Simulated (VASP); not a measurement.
# Zr (P6_3/mmc) in VASP: a series of runs

Runs on Zr. Level: PBE. Tasks: single point.

All numbers are computed with VASP 6.6.1; they aren't measurements. Logs are shortened: lines on timing, memory, paths and dates and some standing lists are left out, and cuts for length are marked.

## Step 1: The cell of the first run

The structure is hexagonal, space group P6_3/mmc (No. 194). The conventional cell has a = 3.166 Å, b = 3.166 Å, c = 5.042 Å, α = 90.00°, β = 90.00°, γ = 120.00°. Within 4.1 Å of Zr (site symmetry -6m2) lie 12 Zr at 3.11 to 3.17 Å.

## Step 2: Single point, PBE (volume scaled by 0.94)

The input, INCAR:

```
SYSTEM = Zr
PREC     = Accurate       ! precision mode
ENCUT    = 520            ! plane-wave cutoff, eV
EDIFF    = 1E-6           ! SCF threshold, eV
ISMEAR   = -1             ! smearing method
SIGMA    = 0.05           ! smearing width, eV
LREAL    = .FALSE.        ! projectors in reciprocal space
LASPH    = .TRUE.         ! aspherical terms in the spheres
NELM     = 100            ! most SCF steps
ALGO     = Normal         ! electronic algorithm
ISIF     = 2              ! what is computed and relaxed
LWAVE    = .FALSE.        ! write WAVECAR
LCHARG   = .TRUE.         ! write CHGCAR
GGA      = PE             ! functional
LELF     = .TRUE.         ! ELF
LVHAR    = .TRUE.       
NBANDS   = 19             ! bands
```

The input, KPOINTS:

```
regular mesh
0
G
  9 9 5
  0 0 0
```

The input, POSCAR:

```
Zr
1.0
    3.1660223034      0.0000000000      0.0000000000
   -1.5830111517      2.7418557436      0.0000000000
    0.0000000000      0.0000000000      5.0419297016
Zr
2
Direct
    0.6666666667      0.3333333333      0.7500000000
    0.3333333333      0.6666666667      0.2500000000
```

Potentials or basis: VASP PAW PBE potentials, release 64 (Zr_sv).

On the command line:

```sh
> cat potpaw_PBE.64/Zr_sv/POTCAR > POTCAR
> mpirun -np 1 vasp_std > vasp.out
```

OUTCAR:

```text
SYSTEM = Zr
   PREC = Accurate
   ENCUT = 520
   EDIFF = 1E-6
   ISMEAR = -1
   LREAL = .FALSE.
   LASPH = .TRUE.
   NELM = 100
   ISIF = 2
   GGA = PE

 ion  position               nearest neighbor table
   1  0.667  0.333  0.750-   2 3.11   2 3.11   2 3.11   2 3.11   2 3.11   2 3.11
   2  0.333  0.667  0.250-   1 3.11   1 3.11   1 3.11   1 3.11   1 3.11   1 3.11

  LATTYP: Found a hexagonal cell.
 ALAT       =     3.1660223034
 C/A-ratio  =     1.5925123762

  Lattice vectors:

 A1 = (   3.1660223034,   0.0000000000,   0.0000000000)
 A2 = (  -1.5830111517,   2.7418557436,   0.0000000000)
 A3 = (   0.0000000000,   0.0000000000,   5.0419297016)

Analysis of symmetry for initial positions (statically):
=====================================================================
 Subroutine PRICEL returns:
 Original cell was already a primitive cell.

 Routine SETGRP: Setting up the symmetry group for a
 hexagonal supercell.

 Subroutine GETGRP returns: Found 24 space group operations
 (whereof 12 operations were pure point group operations)
 out of a pool of 24 trial point group operations.

The static configuration has the point symmetry D_3d.
 The point group associated with its full space group is D_6h.

Analysis of symmetry for dynamics (positions and initial velocities):
=====================================================================
 Subroutine PRICEL returns:
 Original cell was already a primitive cell.

 Routine SETGRP: Setting up the symmetry group for a
 hexagonal supercell.

 Subroutine GETGRP returns: Found 24 space group operations
 (whereof 12 operations were pure point group operations)
 out of a pool of 24 trial point group operations.

The dynamic configuration has the point symmetry D_3d.
 The point group associated with its full space group is D_6h.

 Subroutine INISYM returns: Found 24 space group operations
 (whereof 12 operations are pure point group operations),
 and found     1 'primitive' translations

----------------------------------------------------------------------------------------

                                     Primitive cell

  volume of cell :      43.7679

  direct lattice vectors                    reciprocal lattice vectors
     3.166022303  0.000000000  0.000000000     0.315853745  0.182358244  0.000000000
    -1.583011152  2.741855744  0.000000000     0.000000000  0.364716489  0.000000000
     0.000000000  0.000000000  5.041929702     0.000000000  0.000000000  0.198336760

  length of vectors
     3.166022303  3.166022303  5.041929702     0.364716489  0.364716489  0.198336760

  position of ions in fractional coordinates (direct lattice)
     0.666666667  0.333333333  0.750000000
     0.333333333  0.666666667  0.250000000

  ion indices of the primitive-cell ions
   primitive index   ion index
                 1           1
                 2           2

----------------------------------------------------------------------------------------

 KPOINTS: regular mesh

Automatic generation of k-mesh.
 Grid dimensions read from file:
 generate k-points for:    9    9    5

 Generating k-lattice:

  Cartesian coordinates                     Fractional coordinates (reciprocal lattice)
     0.035094861  0.020262027  0.000000000     0.111111111  0.000000000  0.000000000
     0.000000000  0.040524054  0.000000000     0.000000000  0.111111111  0.000000000
     0.000000000  0.000000000  0.039667352     0.000000000  0.000000000  0.200000000

  Length of vectors
     0.040524054  0.040524054  0.039667352

  Shift w.r.t. Gamma in fractional coordinates (k-lattice)
     0.000000000  0.000000000  0.000000000

 Subroutine IBZKPT returns following result:
 ===========================================

 Found     36 irreducible k-points:

 Following reciprocal coordinates:
            Coordinates               Weight
  0.000000  0.000000  0.000000      1.000000
  0.111111  0.000000  0.000000      6.000000
  0.222222 -0.000000  0.000000      6.000000
  0.333333  0.000000  0.000000      6.000000
  0.444444 -0.000000  0.000000      6.000000
  0.111111  0.111111  0.000000      6.000000
[... 16 lines left out ...]
  0.333333  0.222222  0.200000     24.000000
  0.333333  0.333333  0.200000      4.000000
 [... further k-points ...]
   k-points           NKPTS =     36   k-points in BZ     NKDIM =     36   number of bands    NBANDS=     19
   number of dos      NEDOS =    301   number of ions     NIONS =      2
   total plane-waves  NPLWV =  23040
   dimension x,y,z NGX =    24 NGY =   24 NGZ =   40
   dimension x,y,z NGXF=    48 NGYF=   48 NGZF=   80
   ions per type =               2
   NGX,Y,Z   is equivalent  to a cutoff of  12.60, 12.60, 13.19 a.u.
   NGXF,Y,Z  is equivalent  to a cutoff of  25.20, 25.20, 26.38 a.u.
 SYSTEM =  Zr
   PREC   = accura    normal or accurate (medium, high low for compatibility)
   ISTART =      0    job   : 0-new  1-cont  2-samecut
   ICHARG =      2    charge: 1-file 2-atom 10-const
   ISPIN  =      1    spin polarized calculation?
   LNONCOLLINEAR =      F non collinear calculations
   LSORBIT =      F    spin-orbit coupling
   LASPH  =      T    aspherical Exc in radial PAW
   ENCUT  =  520.0 eV  38.22 Ry    6.18 a.u.   5.89  5.89  9.37*2*pi/ulx,y,z
   NELM   =    100;   NELMIN=  2; NELMDL= -5     # of ELM steps
   EDIFF  = 0.1E-05   stopping-criterion for ELM
   LREAL  =      F    real-space projection
   EDIFFG = 0.1E-04   stopping-criterion for IOM
   NSW    =      0    number of steps for IOM
   IBRION =     -1    ionic relax: 0-MD 1-quasi-New 2-CG
   NFREE  =      0    steps in history (QN), initial steepest desc. (CG)
   ISIF   =      2    stress and relaxation
   ISYM   =      2    0-nonsym 1-usesym 2-fastsym
   POTIM  = 0.5000    time-step for ionic-motion
   TEBEG  =    0.0;   TEEND  =   0.0 temperature during run
   PSTRESS=    0.0 pullay stress
   NELECT =      24.0000    total number of electrons
   NUPDOWN=      -1.0000    fix difference up-down
   EMIN   =  10.00;   EMAX   =-10.00  energy-range for DOS
   EFERMI =   0.00;   METHOD = LEGACY
   ISMEAR =    -1;   SIGMA  =   0.05  broadening in eV -4-tet -1-fermi 0-gaus
   EFERMI_NEDOS =   21; number of points for ismear=-14 and -15
   IALGO  =     38    algorithm
   IMIX   =      4    mixing-type and parameters
     AMIX     =   0.40;   BMIX     =  1.00
     AMIX_MAG =   1.60;   BMIX_MAG =  1.00
  volume/ion in A,a.u.               =      21.88       147.68
  Fermi-wavevector in a.u.,A,eV,Ry     =   1.339965  2.532167 24.429345  1.795506
  Thomas-Fermi vector in A             =   2.468315
   LORBIT       =      0    0 simple, 1 ext, 2 COOP (PROOUT), +10 PAW based schemes
   GGA     = PE    functional components
   LHFCALC =     F    Hartree Fock is set to
   AEXX    =    0.0000 exact exchange contribution
   IVDW    =     0    specifies the selected vdW correction
   LEPSILON=     F    determine dielectric tensor
   LRPA    =     F    only Hartree local field effects (RPA)
 non-spin polarized calculation
  energy-cutoff  :      520.00
  volume of cell :       43.77
 maximum number of plane-waves:      1192
 NGX is ok and might be reduce to    24
   NGX = 11   NGY = 11   NGZ = 19

 number of electron      24.0000000 magnetization

 Free energy of the ion-electron system (eV)
  ---------------------------------------------------
  ext. energy  EPLUGINS =         0.00000000
  ---------------------------------------------------
  free energy    TOTEN  =       -16.98898952 eV

  energy without entropy =      -16.97200337  energy(sigma->0) =      -16.98049644

 E-fermi :   9.7156     XC(G=0): -11.3664

 val. band max:        9.6850679973   @ k =   0.1111   0.0000   0.4000
 cond. band min:       9.7214554941   @ k =   0.2222   0.2222   0.4000
 fundamental gap:      0.0363874968
 Fermi energy:         9.7155933507

 k-point     1 :       0.0000    0.0000    0.0000
  band No.  band energies     occupation
      1     -39.0254      2.00000
      2     -38.8259      2.00000
      3     -17.6653      2.00000
      4     -16.6143      2.00000
      5     -16.6143      2.00000
      6     -16.4443      2.00000
[... 11 lines left out ...]
     18      11.9507      0.00000
     19      14.4288      0.00000

 k-point     2 :       0.1111    0.0000    0.0000
  band No.  band energies     occupation
      1     -39.0076      2.00000
      2     -38.8186      2.00000
      3     -17.6200      2.00000
      4     -16.7149      2.00000
      5     -16.6469      2.00000
      6     -16.5480      2.00000
[... 11 lines left out ...]
     18      11.6467      0.00000
     19      14.6598      0.00000

 k-point     3 :       0.2222   -0.0000    0.0000
  band No.  band energies     occupation
      1     -38.9607      2.00000
      2     -38.8016      2.00000
      3     -17.4949      2.00000
      4     -16.9687      2.00000
      5     -16.7978      2.00000
      6     -16.7250      2.00000
[... 11 lines left out ...]
     18      12.5610      0.00000
     19      15.0404      0.00000

 k-point     4 :       0.3333    0.0000    0.0000
  band No.  band energies     occupation
      1     -38.9021      2.00000
      2     -38.7868      2.00000
      3     -17.3222      2.00000
      4     -17.2543      2.00000
      5     -17.0636      2.00000
      6     -16.8084      2.00000
[... 11 lines left out ...]
     18      13.8695      0.00000
     19      15.2909      0.00000

 k-point     5 :       0.4444   -0.0000    0.0000
  band No.  band energies     occupation
      1     -38.8569      2.00000
      2     -38.7838      2.00000
      3     -17.4377      2.00000
      4     -17.2288      2.00000
      5     -17.1671      2.00000
      6     -16.8607      2.00000
[... 11 lines left out ...]
     18      15.3403      0.00000
     19      15.3941      0.00000
[... 334 lines left out ...]
      2     -38.7907      2.00000
      3     -17.4978      2.00000
      4     -17.3205      2.00000
      5     -17.0240      2.00000
      6     -16.8635      2.00000
[... 11 lines left out ...]
     18      15.1818      0.00000
     19      16.0737      0.00000

 k-point    22 :       0.2222    0.2222    0.2000
  band No.  band energies     occupation
      1     -38.8646      2.00000
      2     -38.7920      2.00000
      3     -17.3586      2.00000
      4     -17.2595      2.00000
      5     -16.9876      2.00000
      6     -16.9261      2.00000
[... 11 lines left out ...]
     18      14.6855      0.00000
     19      15.6913      0.00000

 k-point    23 :       0.3333    0.2222    0.2000
  band No.  band energies     occupation
      1     -38.8280      2.00000
      2     -38.7915      2.00000
      3     -17.3893      2.00000
      4     -17.2812      2.00000
      5     -17.0898      2.00000
      6     -16.9021      2.00000
[... 11 lines left out ...]
     18      15.1301      0.00000
     19      16.6752      0.00000

 k-point    24 :       0.3333    0.3333    0.2000
  band No.  band energies     occupation
      1     -38.8033      2.00000
      2     -38.8033      2.00000
      3     -17.2655      2.00000
      4     -17.2522      2.00000
      5     -17.2522      2.00000
      6     -16.9473      2.00000
[... 11 lines left out ...]
     18      14.4059      0.00000
     19      16.9097      0.00000

 [... further k-points ...]
[... 5 lines left out ...]
  --------------------------------------------------------------------------------------
  -------------------------------------------------------------------------------------
  Total        1.7910330      1.7910330      2.1927949      0.0000000      0.0000000      0.0000000
  in kB       65.5629998     65.5629998     80.2699955      0.0000000      0.0000000      0.0000000
  external PRESSURE =      70.4653317 kB  Pullay stress =       0.0000000 kB

 VOLUME and BASIS-vectors are now :
 -----------------------------------------------------------------------------
  energy-cutoff  :      520.00
  volume of cell :       43.77
      direct lattice vectors                 reciprocal lattice vectors
     3.166022303  0.000000000  0.000000000     0.315853745  0.182358244  0.000000000
    -1.583011152  2.741855744  0.000000000     0.000000000  0.364716489  0.000000000
     0.000000000  0.000000000  5.041929702     0.000000000  0.000000000  0.198336760

 POSITION                                       TOTAL-FORCE (eV/Angst)
 -----------------------------------------------------------------------------------
      1.58301      0.91395      3.78145         0.000000      0.000000      0.000000
     -0.00000      1.82790      1.26048        -0.000000     -0.000000      0.000000
 -----------------------------------------------------------------------------------
    total drift:                               -0.000000      0.000000     -0.000000

  FREE ENERGIE OF THE ION-ELECTRON SYSTEM (eV)
  ---------------------------------------------------
  free  energy   TOTEN  =       -16.9889895152 eV

  energy  without entropy=      -16.9720033746  energy(sigma->0) =      -16.98049644
```

It took 12 s on 1 thread of AMD EPYC 9R45 (Zen 5), shared host; peak memory 0.13 GiB.

What came out:

```
Free energy            : -16.9890 eV
Pressure               : 7.0 GPa
Band gap on the k mesh : zero (band 12 reaches 10.57 eV, above the bottom of band 13 at 9.47 eV)
```

## Step 3: Single point, PBE (volume scaled by 0.96)

The input, INCAR:

```
PREC = Accurate
ENCUT = 520
EDIFF = 1E-6
ISMEAR = -1
SIGMA = 0.05
LREAL = False
LASPH = True
NELM = 80
ALGO = Normal
ISIF = 2
LWAVE = False
LCHARG = False
GGA = PE
NBANDS = 19
```

The input, KPOINTS:

```
regular mesh
0
Gamma
  9 9 5
```

The input, POSCAR:

```
Zr
1.0
    3.1883189697      0.0000000000      0.0000000000
   -1.5941594848      2.7611652231      0.0000000000
    0.0000000000      0.0000000000      5.0774374186
Zr
2
Direct
    0.6666666667      0.3333333333      0.7500000000
    0.3333333333      0.6666666667      0.2500000000
```

Potentials or basis: VASP PAW PBE potentials, release 64 (Zr_sv).

On the command line:

```sh
> cat potpaw_PBE.64/Zr_sv/POTCAR > POTCAR
> mpirun -np 1 vasp_std > vasp.out
```

OUTCAR:

```text
PREC = Accurate
   ENCUT = 520
   EDIFF = 1E-6
   ISMEAR = -1
   LREAL = False
   LASPH = True
   NELM = 80
   ISIF = 2
   GGA = PE

 ion  position               nearest neighbor table
   1  0.667  0.333  0.750-   2 3.14   2 3.14   2 3.14   2 3.14   2 3.14   2 3.14
   2  0.333  0.667  0.250-   1 3.14   1 3.14   1 3.14   1 3.14   1 3.14   1 3.14

  LATTYP: Found a hexagonal cell.
 ALAT       =     3.1883189697
 C/A-ratio  =     1.5925123762

  Lattice vectors:

 A1 = (   3.1883189697,   0.0000000000,   0.0000000000)
[... 192 lines left out ...]
      5     -16.9191      2.00000
      6     -16.7593      2.00000
[... 505 lines left out ...]
      6     -17.2298      2.00000
[... 11 lines left out ...]
     18      14.0553      0.00000
     19      16.4941      0.00000

 [... further k-points ...]
[... 5 lines left out ...]
  --------------------------------------------------------------------------------------
  -------------------------------------------------------------------------------------
  Total        1.1868059      1.1868059      1.5367202      0.0000000      0.0000000      0.0000000
  in kB       42.5394162     42.5394162     55.0816108      0.0000000      0.0000000      0.0000000
  external PRESSURE =      46.7201478 kB  Pullay stress =       0.0000000 kB

 VOLUME and BASIS-vectors are now :
 -----------------------------------------------------------------------------
  energy-cutoff  :      520.00
  volume of cell :       44.70
      direct lattice vectors                 reciprocal lattice vectors
     3.188318970  0.000000000  0.000000000     0.313644905  0.181082970  0.000000000
    -1.594159485  2.761165223  0.000000000     0.000000000  0.362165941  0.000000000
     0.000000000  0.000000000  5.077437419     0.000000000  0.000000000  0.196949744

 POSITION                                       TOTAL-FORCE (eV/Angst)
 -----------------------------------------------------------------------------------
      1.59416      0.92039      3.80808         0.000000      0.000000      0.000000
     -0.00000      1.84078      1.26936        -0.000000     -0.000000      0.000000
 -----------------------------------------------------------------------------------
    total drift:                               -0.000000      0.000000     -0.000000

  FREE ENERGIE OF THE ION-ELECTRON SYSTEM (eV)
  ---------------------------------------------------
  free  energy   TOTEN  =       -17.0233745059 eV

  energy  without entropy=      -17.0064197871  energy(sigma->0) =      -17.01489715
```

OSZICAR:

```text
N       E                     dE             d eps       ncg     rms          rms(c)
DAV:   1     0.222827913876E+03    0.22283E+03   -0.13374E+04  1368   0.127E+03
DAV:   2    -0.113406707462E+01   -0.22396E+03   -0.21986E+03  1588   0.372E+02
DAV:   3    -0.172987307677E+02   -0.16165E+02   -0.15989E+02  2452   0.725E+01
DAV:   4    -0.176673112448E+02   -0.36858E+00   -0.36828E+00  1609   0.116E+01
DAV:   5    -0.176791356520E+02   -0.11824E-01   -0.11822E-01  2019   0.140E+00    0.154E+01
DAV:   6    -0.171224166258E+02    0.55672E+00   -0.86488E-01  1487   0.717E+00    0.625E+00
DAV:   7    -0.170167966578E+02    0.10562E+00   -0.57780E-01  1941   0.513E+00    0.114E+00
DAV:   8    -0.170232873589E+02   -0.64907E-02   -0.37448E-02  1761   0.152E+00    0.230E-01
DAV:   9    -0.170234071837E+02   -0.11982E-03   -0.13479E-03  1801   0.318E-01    0.285E-02
DAV:  10    -0.170233719522E+02    0.35232E-04   -0.38038E-05  1786   0.406E-02    0.193E-02
DAV:  11    -0.170233746296E+02   -0.26774E-05   -0.73927E-06  1546   0.295E-02    0.232E-03
DAV:  12    -0.170233745059E+02    0.12369E-06   -0.18208E-07   858   0.312E-03
   1 F= -.17023375E+02 E0= -.17014897E+02  d E =-.169547E-01
```

stdout:

```text
POSCAR found type information on POSCAR Zr
 POSCAR found :  1 types and       2 ions
 scaLAPACK will be used
 LDA part: xc-table for (Slater+PW92), standard interpolation
 POSCAR, INCAR and KPOINTS ok, starting setup
 FFT: planning ... GRIDC
 FFT: planning ... GRID_SOFT
 FFT: planning ... GRID
 WAVECAR not read
 entering main loop
```

Wall time 11 s (1 thread of AMD EPYC 9R45 (Zen 5), shared host); peak memory 0.13 GiB.

What came out:

```yaml
Free_energy: -17.0234 eV
Pressure: 4.7 GPa
Band_gap_on_the_k_mesh: zero (band 12 reaches 10.32 eV, above the bottom of band 13 at 9.22 eV)
```

Stress tensor (GPa, compression positive):
```
4.25 0.00 0.00
0.00 4.25 0.00
0.00 0.00 5.51
```

Levels at points of the mesh, in eV from the Fermi level:
```csv
k point,band 8,band 9,band 10,band 11,band 12,band 13,band 14,band 15,band 16,band 17
"(0.00, 0.00, 0.00)",-26.23,-5.74,-3.16,0.85,0.85,1.02,1.32,1.59,1.59,2.20
```

[end of part 1 of 2]
